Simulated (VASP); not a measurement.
# Tl (Fd-3m) in VASP: notebook

Runs on Tl. Level: r2SCAN. Tasks: single point, relaxation of cell and atoms.

Program: VASP 6.6.1. These are calculated values, not measurements. Logs are shortened: lines on timing, memory, paths and dates and some standing lists are left out, and cuts for length are marked.

### 1 The cell of the first run

The structure is cubic, space group Fd-3m (No. 227). Conventional cell: a = 6.946 Å, b = 6.946 Å, c = 6.946 Å, α = 90.00°, β = 90.00°, γ = 90.00°. Tl (site symmetry -43m) has 4 Tl at 3.01 Å within 4.0 Å.

This isn't the form of Tl at room conditions, which is hcp.

### 2 Single point, r2SCAN

POSCAR reads:

```
Tl
1.0
    0.0000000000      3.4731718075      3.4731718075
    3.4731718075      0.0000000000      3.4731718075
    3.4731718075      3.4731718075      0.0000000000
Tl
2
Direct
    1.0000000000      1.0000000000      1.0000000000
    0.2500000000      0.2500000000      0.2500000000
```

INCAR.step1 reads:

```
SYSTEM = Tl
PREC     = Accurate       ! precision mode
ENCUT    = 550            ! plane-wave cutoff, eV
ISMEAR   = -1             ! smearing method
SIGMA    = 0.05           ! smearing width, eV
LREAL    = .False.        ! projectors in reciprocal space
LASPH    = .True.         ! aspherical terms in the spheres
NELM     = 120            ! most SCF steps
NBANDS   = 20             ! bands
GGA      = PE             ! functional
ALGO     = Normal         ! electronic algorithm
EDIFF    = 1E-5           ! SCF threshold, eV
LWAVE    = .True.         ! write WAVECAR
LCHARG   = .False.        ! write CHGCAR
GGA_COMPAT= .False.
```

INCAR.step2 reads:

```
SYSTEM = Tl
PREC     = Accurate       ! precision mode
ENCUT    = 550            ! plane-wave cutoff, eV
EDIFF    = 1E-6           ! SCF threshold, eV
ISMEAR   = -1             ! smearing method
SIGMA    = 0.05           ! smearing width, eV
LREAL    = .False.        ! projectors in reciprocal space
LASPH    = .True.         ! aspherical terms in the spheres
NELM     = 120            ! most SCF steps
ALGO     = Normal         ! electronic algorithm
ISIF     = 2              ! what is computed and relaxed
LWAVE    = .False.        ! write WAVECAR
LCHARG   = .False.        ! write CHGCAR
METAGGA  = R2SCAN         ! meta-GGA
LMIXTAU  = .True.       
NBANDS   = 20             ! bands
ISTART   = 1            
GGA_COMPAT= .False.
```

KPOINTS reads:

```
Automatic mesh
0
Gamma
  5 5 5
  0 0 0
```

Potentials or basis: VASP PAW PBE potentials, release 64 (Tl_d).

Started as:

```
$ cat potpaw_PBE.64/Tl_d/POTCAR > POTCAR
$ cp INCAR.step1 INCAR
$ mpirun -np 1 vasp_std > vasp.out
$ cp INCAR.step2 INCAR
$ mpirun -np 1 vasp_std > vasp.out
```

OUTCAR:

```text
SYSTEM = Tl
   PREC = Accurate
   ENCUT = 550
   EDIFF = 1E-6
   ISMEAR = -1
   LREAL = .False.
   LASPH = .True.
   NELM = 120
   ISIF = 2
   METAGGA = R2SCAN
   ISTART = 1

 ion  position               nearest neighbor table
   1  0.000  0.000  0.000-   2 3.01   2 3.01   2 3.01   2 3.01
   2  0.250  0.250  0.250-   1 3.01   1 3.01   1 3.01   1 3.01

  LATTYP: Found a face centered cubic cell.
 ALAT       =     6.9463436150

  Lattice vectors:

 A1 = (   0.0000000000,   3.4731718075,   3.4731718075)
 A2 = (   3.4731718075,   0.0000000000,   3.4731718075)
 A3 = (   3.4731718075,   3.4731718075,   0.0000000000)

Analysis of symmetry for initial positions (statically):
=====================================================================
 Subroutine PRICEL returns:
 Original cell was already a primitive cell.

 Routine SETGRP: Setting up the symmetry group for a
 face centered cubic supercell.

 Subroutine GETGRP returns: Found 48 space group operations
 (whereof 24 operations were pure point group operations)
 out of a pool of 48 trial point group operations.

The static configuration has the point symmetry T_d .
 The point group associated with its full space group is O_h .

Analysis of symmetry for dynamics (positions and initial velocities):
=====================================================================
 Subroutine PRICEL returns:
 Original cell was already a primitive cell.

 Routine SETGRP: Setting up the symmetry group for a
 face centered cubic supercell.

 Subroutine GETGRP returns: Found 48 space group operations
 (whereof 24 operations were pure point group operations)
 out of a pool of 48 trial point group operations.

The dynamic configuration has the point symmetry T_d .
 The point group associated with its full space group is O_h .

 Subroutine INISYM returns: Found 48 space group operations
 (whereof 24 operations are pure point group operations),
 and found     1 'primitive' translations

----------------------------------------------------------------------------------------

                                     Primitive cell

  volume of cell :      83.7932

  direct lattice vectors                    reciprocal lattice vectors
     0.000000000  3.473171807  3.473171807    -0.143960630  0.143960630  0.143960630
     3.473171807  0.000000000  3.473171807     0.143960630 -0.143960630  0.143960630
     3.473171807  3.473171807  0.000000000     0.143960630  0.143960630 -0.143960630

  length of vectors
     4.911806675  4.911806675  4.911806675     0.249347125  0.249347125  0.249347125

  position of ions in fractional coordinates (direct lattice)
     0.000000000  0.000000000  0.000000000
     0.250000000  0.250000000  0.250000000

  ion indices of the primitive-cell ions
   primitive index   ion index
                 1           1
                 2           2

----------------------------------------------------------------------------------------

 KPOINTS: Automatic mesh

Automatic generation of k-mesh.
 Grid dimensions read from file:
 generate k-points for:    5    5    5

 Generating k-lattice:

  Cartesian coordinates                     Fractional coordinates (reciprocal lattice)
    -0.028792126  0.028792126  0.028792126     0.200000000  0.000000000  0.000000000
     0.028792126 -0.028792126  0.028792126     0.000000000  0.200000000  0.000000000
     0.028792126  0.028792126 -0.028792126     0.000000000  0.000000000  0.200000000

  Length of vectors
     0.049869425  0.049869425  0.049869425

  Shift w.r.t. Gamma in fractional coordinates (k-lattice)
     0.000000000  0.000000000  0.000000000

 Subroutine IBZKPT returns following result:
 ===========================================

 Found     10 irreducible k-points:

 Following reciprocal coordinates:
            Coordinates               Weight
  0.000000  0.000000  0.000000      1.000000
  0.200000  0.000000  0.000000      8.000000
  0.400000  0.000000  0.000000      8.000000
  0.200000  0.200000  0.000000      6.000000
  0.400000  0.200000  0.000000     24.000000
 -0.400000  0.200000  0.000000     24.000000
 -0.200000  0.200000  0.000000     12.000000
  0.400000  0.400000  0.000000      6.000000
 -0.400000  0.400000  0.000000     12.000000
 -0.400000  0.400000  0.200000     24.000000
   k-points           NKPTS =     10   k-points in BZ     NKDIM =     10   number of bands    NBANDS=     20
   number of dos      NEDOS =    301   number of ions     NIONS =      2
   total plane-waves  NPLWV =  64000
   dimension x,y,z NGX =    40 NGY =   40 NGZ =   40
   dimension x,y,z NGXF=    80 NGYF=   80 NGZF=   80
   ions per type =               2
   NGX,Y,Z   is equivalent  to a cutoff of  13.54, 13.54, 13.54 a.u.
   NGXF,Y,Z  is equivalent  to a cutoff of  27.08, 27.08, 27.08 a.u.
 SYSTEM =  Tl
   PREC   = accura    normal or accurate (medium, high low for compatibility)
   ISTART =      1    job   : 0-new  1-cont  2-samecut
   ICHARG =      0    charge: 1-file 2-atom 10-const
   ISPIN  =      1    spin polarized calculation?
   LNONCOLLINEAR =      F non collinear calculations
   LSORBIT =      F    spin-orbit coupling
   LASPH  =      T    aspherical Exc in radial PAW
   ENCUT  =  550.0 eV  40.42 Ry    6.36 a.u.   9.39  9.39  9.39*2*pi/ulx,y,z
   NELM   =    120;   NELMIN=  2; NELMDL=  0     # of ELM steps
   EDIFF  = 0.1E-05   stopping-criterion for ELM
   LREAL  =      F    real-space projection
   EDIFFG = 0.1E-04   stopping-criterion for IOM
   NSW    =      0    number of steps for IOM
   IBRION =     -1    ionic relax: 0-MD 1-quasi-New 2-CG
   NFREE  =      0    steps in history (QN), initial steepest desc. (CG)
   ISIF   =      2    stress and relaxation
   ISYM   =      2    0-nonsym 1-usesym 2-fastsym
   POTIM  = 0.5000    time-step for ionic-motion
   TEBEG  =    0.0;   TEEND  =   0.0 temperature during run
   PSTRESS=    0.0 pullay stress
   NELECT =      26.0000    total number of electrons
   NUPDOWN=      -1.0000    fix difference up-down
   EMIN   =  10.00;   EMAX   =-10.00  energy-range for DOS
   EFERMI =   0.00;   METHOD = LEGACY
   ISMEAR =    -1;   SIGMA  =   0.05  broadening in eV -4-tet -1-fermi 0-gaus
   EFERMI_NEDOS =   21; number of points for ismear=-14 and -15
   IALGO  =     38    algorithm
   IMIX   =      4    mixing-type and parameters
     AMIX     =   0.40;   BMIX     =  1.00
     AMIX_MAG =   1.60;   BMIX_MAG =  1.00
  volume/ion in A,a.u.               =      41.90       282.73
  Fermi-wavevector in a.u.,A,eV,Ry     =   1.108314  2.094411 16.712866  1.228361
  Thomas-Fermi vector in A             =   2.244840
   LORBIT       =      0    0 simple, 1 ext, 2 COOP (PROOUT), +10 PAW based schemes
   METAGGA = R2SCAN    functional components
   LHFCALC =     F    Hartree Fock is set to
   AEXX    =    0.0000 exact exchange contribution
   IVDW    =     0    specifies the selected vdW correction
   LEPSILON=     F    determine dielectric tensor
   LRPA    =     F    only Hartree local field effects (RPA)
 non-spin polarized calculation
  energy-cutoff  :      550.00
  volume of cell :       83.79
 maximum number of plane-waves:      2481
 NGX is ok and might be reduce to    40
   NGX = 19   NGY = 19   NGZ = 19

 number of electron      25.9999998 magnetization

 Free energy of the ion-electron system (eV)
  ---------------------------------------------------
  ext. energy  EPLUGINS =         0.00000000
  ---------------------------------------------------
  free energy    TOTEN  =      -105.58401469 eV

  energy without entropy =     -105.55958019  energy(sigma->0) =     -105.57179744

 E-fermi :   2.8775     XC(G=0):  -8.6759

 val. band max:        2.8508560035   @ k =   0.4000   0.4000   0.0000
 cond. band min:       2.9465681181   @ k =  -0.4000   0.4000   0.0000
 fundamental gap:      0.0957121146
 Fermi energy:         2.8774822779

 k-point     1 :       0.0000    0.0000    0.0000
  band No.  band energies     occupation
      1      -9.3591      2.00000
      2      -9.3591      2.00000
      3      -9.3591      2.00000
      4      -9.2753      2.00000
      5      -9.2753      2.00000
      6      -8.6651      2.00000
[... 12 lines left out ...]
     19       8.3168      0.00000
     20      12.1221      0.00000

 k-point     2 :       0.2000    0.0000    0.0000
  band No.  band energies     occupation
      1      -9.4024      2.00000
      2      -9.4024      2.00000
      3      -9.3545      2.00000
      4      -9.2072      2.00000
      5      -9.2072      2.00000
      6      -8.7161      2.00000
[... 12 lines left out ...]
     19      10.0670      0.00000
     20      11.5341      0.00000

 k-point     3 :       0.4000    0.0000    0.0000
  band No.  band energies     occupation
      1      -9.4220      2.00000
      2      -9.4220      2.00000
      3      -9.3468      2.00000
      4      -9.1606      2.00000
      5      -9.1606      2.00000
      6      -8.7921      2.00000
[... 12 lines left out ...]
     19      10.9409      0.00000
     20      12.5266      0.00000

 k-point     4 :       0.2000    0.2000    0.0000
  band No.  band energies     occupation
      1      -9.4084      2.00000
      2      -9.3915      2.00000
      3      -9.3915      2.00000
      4      -9.2073      2.00000
      5      -9.1282      2.00000
      6      -8.8774      2.00000
[... 12 lines left out ...]
     19      10.0337      0.00000
     20      10.8450      0.00000

 k-point     5 :       0.4000    0.2000    0.0000
  band No.  band energies     occupation
      1      -9.4618      2.00000
      2      -9.4214      2.00000
      3      -9.3389      2.00000
      4      -9.1308      2.00000
      5      -9.0552      2.00000
      6      -8.9623      2.00000
[... 12 lines left out ...]
     19      11.7366      0.00000
     20      12.6490      0.00000

 k-point     6 :      -0.4000    0.2000    0.0000
  band No.  band energies     occupation
      1      -9.4818      2.00000
      2      -9.4453      2.00000
      3      -9.2776      2.00000
      4      -9.1052      2.00000
      5      -9.0696      2.00000
      6      -8.9133      2.00000
[... 12 lines left out ...]
     19      11.3204      0.00000
     20      12.2008      0.00000

 k-point     7 :      -0.2000    0.2000    0.0000
  band No.  band energies     occupation
      1      -9.4451      2.00000
      2      -9.4370      2.00000
      3      -9.3113      2.00000
      4      -9.1822      2.00000
      5      -9.1044      2.00000
      6      -8.8173      2.00000
[... 12 lines left out ...]
     19      11.0114      0.00000
     20      11.7384      0.00000

 k-point     8 :       0.4000    0.4000    0.0000
  band No.  band energies     occupation
      1      -9.4367      2.00000
      2      -9.4367      2.00000
      3      -9.3552      2.00000
      4      -9.1610      2.00000
      5      -9.0300      2.00000
      6      -8.8986      2.00000
[... 12 lines left out ...]
     19      11.8038      0.00000
     20      13.9212      0.00000

 k-point     9 :      -0.4000    0.4000    0.0000
  band No.  band energies     occupation
      1      -9.4907      2.00000
      2      -9.4482      2.00000
      3      -9.2650      2.00000
      4      -9.1484      2.00000
      5      -8.9458      2.00000
      6      -8.9103      2.00000
[... 12 lines left out ...]
     19      11.7047      0.00000
     20      13.2229      0.00000

 k-point    10 :      -0.4000    0.4000    0.2000
  band No.  band energies     occupation
      1      -9.4857      2.00000
      2      -9.4734      2.00000
      3      -9.2383      2.00000
      4      -9.0628      2.00000
      5      -9.0475      2.00000
      6      -8.9510      2.00000
[... 12 lines left out ...]
     19      12.3039      0.00000
     20      13.0424      0.00000

------------------------ aborting loop because EDIFF is reached ----------------------------------------

  FORCE on cell =-STRESS in cart. coord.  units (eV):
  Direction    XX          YY          ZZ          XY          YZ          ZX
  --------------------------------------------------------------------------------------
  -------------------------------------------------------------------------------------
  Total       -0.0198654     -0.0198654     -0.0198654     -0.0000000     -0.0000000     -0.0000000
  in kB       -0.3798379     -0.3798379     -0.3798379     -0.0000000     -0.0000000     -0.0000000
  external PRESSURE =      -0.3798379 kB  Pullay stress =       0.0000000 kB

 VOLUME and BASIS-vectors are now :
 -----------------------------------------------------------------------------
  energy-cutoff  :      550.00
  volume of cell :       83.79
      direct lattice vectors                 reciprocal lattice vectors
     0.000000000  3.473171807  3.473171807    -0.143960630  0.143960630  0.143960630
     3.473171807  0.000000000  3.473171807     0.143960630 -0.143960630  0.143960630
     3.473171807  3.473171807  0.000000000     0.143960630  0.143960630 -0.143960630

 POSITION                                       TOTAL-FORCE (eV/Angst)
 -----------------------------------------------------------------------------------
      0.00000      0.00000      0.00000         0.000000      0.000000      0.000000
      1.73659      1.73659      1.73659        -0.000000     -0.000000     -0.000000
 -----------------------------------------------------------------------------------
    total drift:                               -0.000000     -0.000000      0.000000

  FREE ENERGIE OF THE ION-ELECTRON SYSTEM (eV)
  ---------------------------------------------------
  free  energy   TOTEN  =      -105.5840146894 eV

  energy  without entropy=     -105.5595801946  energy(sigma->0) =     -105.57179744
```

Run time: 40 s. Hardware: 1 thread of Intel Xeon 6975P-C (Granite Rapids), shared host; peak memory 0.25 GiB.

Results:

| Property | Result |
| --- | --- |
| Free energy | -105.5840 eV |
| Pressure | 0.0 GPa |
| Band gap on the k mesh | zero (bands 13 and 14 overlap by 2.75 eV) |

Caveat: the PAW data sets were made with another functional, which shifts forces and pressure a little; spin-orbit coupling is left out, which moves the levels of the heavy elements.

### 3 Relaxation of cell and atoms, r2SCAN

This run uses another cell than the first one, of 37.09 Å³/atom.

POSCAR reads:

```
Tl
1.0
    0.0000000000      3.3350000000      3.3350000000
    3.3350000000      0.0000000000      3.3350000000
    3.3350000000      3.3350000000      0.0000000000
Tl
2
Direct
    1.0000000000      1.0000000000      1.0000000000
    0.2500000000      0.2500000000      0.2500000000
```

INCAR.step1 reads:

```
PREC = Accurate
ENCUT = 550
ISMEAR = -1
SIGMA = 0.05
LREAL = False
LASPH = True
NELM = 120
GGA = PE
ALGO = Normal
EDIFF = 1E-5
LWAVE = True
LCHARG = False
GGA_COMPAT = False
IBRION = 2
ISIF = 3
EDIFFG = -0.005
NELMIN = 4
NSW = 100
```

INCAR.step2 reads:

```
PREC = Accurate
ENCUT = 550
EDIFF = 1E-7
ISMEAR = -1
SIGMA = 0.05
LREAL = False
LASPH = True
NELM = 120
ALGO = Normal
ISIF = 3
LWAVE = False
LCHARG = False
METAGGA = R2SCAN
LMIXTAU = True
IBRION = 2
NSW = 80
EDIFFG = -0.02
ISTART = 1
GGA_COMPAT = False
NELMIN = 4
```

KPOINTS reads:

```
Automatic mesh
0
Gamma
  5 5 5
```

Potentials or basis: VASP PAW PBE potentials, release 64 (Tl_d).

Started as:

```
$ cat potpaw_PBE.64/Tl_d/POTCAR > POTCAR
$ cp INCAR.step1 INCAR
$ mpirun -np 1 vasp_std > vasp.out
$ cp INCAR.step2 INCAR
$ mpirun -np 1 vasp_std > vasp.out
```

Run time: 2 min. Hardware: 1 thread of Intel Xeon 6975P-C (Granite Rapids), shared host; peak memory 0.22 GiB.

Results (log left out):

```yaml
Free_energy: -105.5806 eV
Relaxed_volume: 41.82 Å³/atom
Relaxed_cell: a = 4.909 Å, b = 4.909 Å, c = 4.909 Å, α = 60.00°, β = 60.00°, γ = 60.00°
Space_group_after_relaxing_to_0.1_Å: Fd-3m (No. 227)
Energy_gained_by_relaxing: 39.0 meV/atom
Ionic_steps: 3
Pressure_after_relaxing: 0.0 GPa
Band_gap_on_the_k_mesh: zero (bands 13 and 14 overlap by 2.76 eV)
```

Step by step:
| step | energy change (eV) | largest force (eV/Å) | pressure (GPa) | volume (Å³) |
| --- | --- | --- | --- | --- |
| 1 | 0.0000 | 0.0000 | 2.86 | 74.19 |
| 2 | -0.0748 | 0.0000 | 0.52 | 81.53 |
| 3 | -0.0780 | 0.0000 | 0.00 | 83.65 |

Final structure:
```xyz
2
Lattice="0.0000 3.4712 3.4712 3.4712 0.0000 3.4712 3.4712 3.4712 0.0000" Properties=species:S:1:pos:R:3 pbc="T T T"
Tl    0.0000    0.0000    0.0000
Tl    1.7356    1.7356    1.7356
```

Levels at points of the mesh, in eV from the Fermi level:
| k point | band 11 | band 12 | band 13 | band 14 | band 15 | band 16 |
| --- | --- | --- | --- | --- | --- | --- |
| (0.00, 0.00, 0.00) | -9.08 | -0.78 | 2.63 | 2.63 | 2.63 | 4.39 |

Caveat: the PAW data sets were made with another functional, which shifts forces and pressure a little; spin-orbit coupling is left out, which moves the levels of the heavy elements.

[end of part 1 of 2]

The gap in the log of VASP goes by the Fermi energy; the results here count the filled bands.